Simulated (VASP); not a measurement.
## TiAl: single point with PBEsol

Crystal: TiAl.

```
Ti Al
1.0
     3.15647    0.00000    0.00000
     0.00000    3.15647    0.00000
     0.00000    0.00000    3.15647
Ti Al
1 1
Direct
  0.00000 0.00000 0.00000
  0.50000 0.50000 0.50000
```

```json
{
 "Program": "VASP 6.6.1",
 "Task": "single point",
 "Functional": "PBEsol",
 "Potentials or basis": "VASP PAW PBE potentials, release 64 (Ti_sv, Al)",
 "Cutoff": "520 eV",
 "k mesh": "20 × 20 × 20",
 "Occupations": "gaussian, width 0.15 eV",
 "Spin": "no spin polarisation"
}
```

```json
{
  "Pressure": "0.0 GPa"
}
```

Levels at points of the mesh, in eV from the Fermi level:
| k point | band 3 | band 4 | band 5 | band 6 | band 7 | band 8 | band 9 | band 10 | band 11 | band 12 |
| --- | --- | --- | --- | --- | --- | --- | --- | --- | --- | --- |
| (0.00, 0.00, 0.00) | -32.92 | -32.92 | -9.35 | -1.49 | -1.49 | 1.84 | 1.84 | 1.84 | 4.52 | 4.52 |
| (0.50, 0.00, 0.00) | -32.90 | -32.90 | -6.04 | -5.25 | -0.57 | 0.14 | 0.14 | 2.05 | 3.10 | 6.56 |
| (0.50, 0.50, 0.00) | -33.08 | -32.89 | -5.06 | -2.09 | -2.09 | -1.50 | 0.70 | 0.70 | 2.84 | 4.83 |
| (0.50, 0.50, 0.50) | -33.06 | -33.06 | -3.16 | -3.16 | -3.16 | 0.78 | 2.90 | 2.90 | 2.97 | 2.97 |

Run time: 24 s on 1 thread of Intel(R) Xeon(R) 6975P-C (Granite Rapids), on a shared host, peak memory 0.24 GiB.

Caveat: the PAW data sets were made with another functional, which shifts forces and pressure a little.
